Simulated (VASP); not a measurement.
Input of a VASP 6.6.1 run:

Contents of INCAR:

```
PREC = Accurate
ENCUT = 500
EDIFF = 1E-6
ISMEAR = 0
SIGMA = 0.2
LREAL = F
LASPH = T
NELM = 120
ALGO = Normal
ISIF = 2
LWAVE = F
LCHARG = F
GGA = PE
NBANDS = 35
GGA_COMPAT = F
```

File KPOINTS:

```
Automatic mesh
0
Gamma
  3 3 3
```

POSCAR

```
Si3Se2
1.0
    6.8797434894      0.0000000000      0.0000000000
    0.0000000000      6.9100872296      0.0000000000
    0.0000000000      0.0000000000      4.9062886654
Si Se
6 4
Direct
    0.0000000000      0.5000000000      0.2554210130
    0.5000000000      0.0000000000      0.7445789870
    0.0000000000      0.0000000000      0.8013625188
    0.5000000000      0.5000000000      0.1986374812
    0.0000000000      0.5000000000      0.7485821061
    0.5000000000      0.0000000000      0.2514178939
    0.7500000000      0.7500000000      0.0000000000
    0.2500000000      0.2500000000      0.0000000000
    0.7500000000      0.2500000000      0.0000000000
    0.2500000000      0.7500000000      0.0000000000
```

Potentials or basis: VASP PAW PBE potentials, release 64 (Si, Se).

Command:

```console
$ cat potpaw_PBE.64/Si/POTCAR potpaw_PBE.64/Se/POTCAR > POTCAR
$ mpirun -np 1 vasp_std > vasp.out
```

(1) What does it give for the pressure?

(2) What does it give for the largest force?

Results:

(1) 0.2 GPa.

(2) 0.049 eV/Å.

Caveat: the k points lie up to 0.43 Å⁻¹ apart.
